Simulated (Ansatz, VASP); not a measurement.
**One calculation of CaO, two programs**

```
CELL_PARAMETERS angstrom
2.76356 0.00000 0.00000
0.00000 2.76356 0.00000
0.00000 0.00000 2.90321
ATOMIC_POSITIONS crystal
Ca 0.00000 0.00000 0.00000
O 0.50000 0.50000 0.50000
```

Change from the starting cell: biaxial_xy strain -4.8%.

Alike in both runs: task single point; functional r2SCAN; k mesh 8 × 8 × 8; no spin polarisation.

```csv
,VASP,Ansatz
version,VASP 6.6.1,Ansatz 0.2.0
potentials or method,"VASP PAW PBE potentials, release 64 (Ca_sv, O)","plane waves, PAW"
plane-wave cutoff (eV),520,500
occupations,"gaussian, width 0.01 eV",fixed
valence electrons in the cell,16,16
```

|  | VASP | Ansatz | Ansatz less VASP |
| --- | --- | --- | --- |
| gap on the k mesh at the Fermi level (eV) | 3.03 | 3.03 | +0.003 |
| pressure (GPa) | 16.5 | 14.8 | -1.70 |
| traceless stress, the component that is largest in VASP (GPa) | -14.88 | -14.87 | +0.012 |

VASP's potentials were made for PBE, not for r2SCAN.
